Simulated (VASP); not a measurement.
Here is a VASP 6.6.1 calculation.

Contents of INCAR:

```
SYSTEM = PbO2
PREC = Accurate
ENCUT = 600
EDIFF = 1E-7
ISMEAR = 0
SIGMA = 0.1
LREAL = .False.
LASPH = .True.
NELM = 100
ALGO = Normal
ISIF = 3
LWAVE = .False.
LCHARG = .False.
GGA = PE
IBRION = 2
NSW = 100
EDIFFG = -0.05
```

KPOINTS

```
Automatic mesh
0
Gamma
  4 4 6
  0 0 0
```

Contents of POSCAR:

```
PbO2
1.0
    5.0567235523      0.0000000000      0.0000000000
    0.0000000000      5.0567235523      0.0000000000
    0.0000000000      0.0000000000      3.2565555144
Pb O
2 4
Direct
    0.0000000000      0.0000000000      0.0000000000
    0.5000000000      0.5000000000      0.5000000000
    0.3049600000      0.3049600000      0.0000000000
    0.8049600000      0.1950400000      0.5000000000
    0.1950400000      0.8049600000      0.5000000000
    0.6950400000      0.6950400000      0.0000000000
```

Potentials or basis: VASP PAW PBE potentials, release 64 (Pb_d, O).

The run is started by

```bash
$ cat potpaw_PBE.64/Pb_d/POTCAR potpaw_PBE.64/O/POTCAR > POTCAR
$ mpirun -np 1 vasp_std > vasp.out
```

**Question.** Estimate the band gap on the k mesh.

**Answer.** 0.16 eV (least direct gap 0.50 eV).

**Question.** Estimate the relaxed volume.

**Answer.** 14.87 Å³/atom.

**Question.** Estimate the relaxed cell.

**Answer.** a = 5.095 Å, b = 5.095 Å, c = 3.436 Å, α = 90.00°, β = 90.00°, γ = 90.00°.

**Question.** Predict the space group after relaxing (to 0.1 Å).

**Answer.** P4_2/mnm (No. 136).

Step by step:
```
step  energy change (eV)  largest force (eV/Å)  pressure (GPa)  volume (Å³)
   1              0.0000                0.0057           10.99        83.27
   2             -0.1025                0.3885           -6.96        95.23
   3             -0.2368                0.2882           -0.58        89.68
   4             -0.2574                0.1247           -0.39        89.45
   5             -0.2642                0.0444           -0.18        89.22
```

Caveat: spin-orbit coupling is left out, which moves the levels of the heavy elements; the relaxation stopped at a loose force limit of 0.05 eV/Å, so its end isn't a converged minimum. A k mesh can miss the band edges.
